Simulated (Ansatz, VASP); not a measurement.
**Li2O: VASP beside Ansatz**

POSCAR

```
Li2O
1.0
    2.1871406701      2.1871406701      0.0000000000
   -2.1871406701      2.1871406701      0.0000000000
    0.0000000000      2.1871406701      2.1871406701
Li O
2 1
Direct
    0.2500000000      0.7500000000      0.5000000000
    0.7500000000      0.2500000000      0.5000000000
    0.0000000000      0.0000000000      0.0000000000
```

File INCAR.step1:

```
ALGO = Normal ; EDIFF = 1E-5
ENCUT = 1480 ; GGA = PE
GGA_COMPAT = False ; ISMEAR = 0
LASPH = True ; LCHARG = False
LREAL = False ; LWAVE = True
NBANDS = 13 ; NELM = 120
PREC = Accurate ; SIGMA = 0.01
```

Contents of INCAR.step2:

```
ALGO = Normal ; EDIFF = 1E-6
ENCUT = 1480 ; GGA_COMPAT = False
ISIF = 2 ; ISMEAR = 0
ISTART = 1 ; LASPH = True
LCHARG = False ; LMIXTAU = True
LREAL = False ; LWAVE = False
METAGGA = R2SCAN ; NBANDS = 13
NELM = 120 ; PREC = Accurate
SIGMA = 0.01
```

Contents of KPOINTS:

```
k-points
0
Gamma
  8 8 8
```

Input for Ansatz:

```yaml
crystal:
  lattice:
    - [2.18714067011, 2.18714067011, 0.0]
    - [-2.18714067011, 2.18714067011, 0.0]
    - [0.0, 2.18714067011, 2.18714067011]
  atoms:
    - { symbol: Li, position: [0.25, 0.75, 0.5] }
    - { symbol: Li, position: [0.75, 0.25, 0.5] }
    - { symbol: O, position: [0.0, 0.0, 0.0] }
kpoints:
  mp_grid: { grid: [8, 8, 8] }
scf:
  occupations: { method: fixed }
  convergence: { dr2_threshold: 1.0e-10 }
hamiltonian:
  xc: r2scan
  pseudopotentials: { kind: paw }
output:
  forces: true
  stress: true
  eigenstates:
    kpoints:
      - [0.0, 0.0, 0.0]
      - [-0.5, 0.5, 0.0]
      - [-0.5, -0.5, -0.5]
      - [0.0, 0.0, -0.5]
      - [0.0, -0.5, -0.5]
      - [0.0, 0.5, 0.0]
      - [-0.5, 0.0, 0.0]
      - [-0.5, 0.0, -0.5]
  eigenvalues: true
```

Alike in both runs: task single point; functional r2SCAN; k mesh 8 × 8 × 8; no spin polarisation.

```csv
,VASP,Ansatz
version,VASP 6.6.1,Ansatz 0.2.0
potentials or method,"VASP PAW PBE potentials, release 64 (Li_sv, O_h)","PAW with Ansatz's default frozen-core files, scalar-relativistic"
plane-wave cutoff (eV),1480,500
occupations,"gaussian, width 0.01 eV",fixed
valence electrons in the cell,12,12
```

VASP gave:

| Item | Value |
| --- | --- |
| gap on the k mesh at the Fermi level (eV) | 6.00 |
| pressure (GPa) | 16.6 |

What did Ansatz give for the same quantities?

gap on the k mesh at the Fermi level (eV): 6.04; pressure (GPa): 15.0.

VASP's potentials were made for PBE, not for r2SCAN.
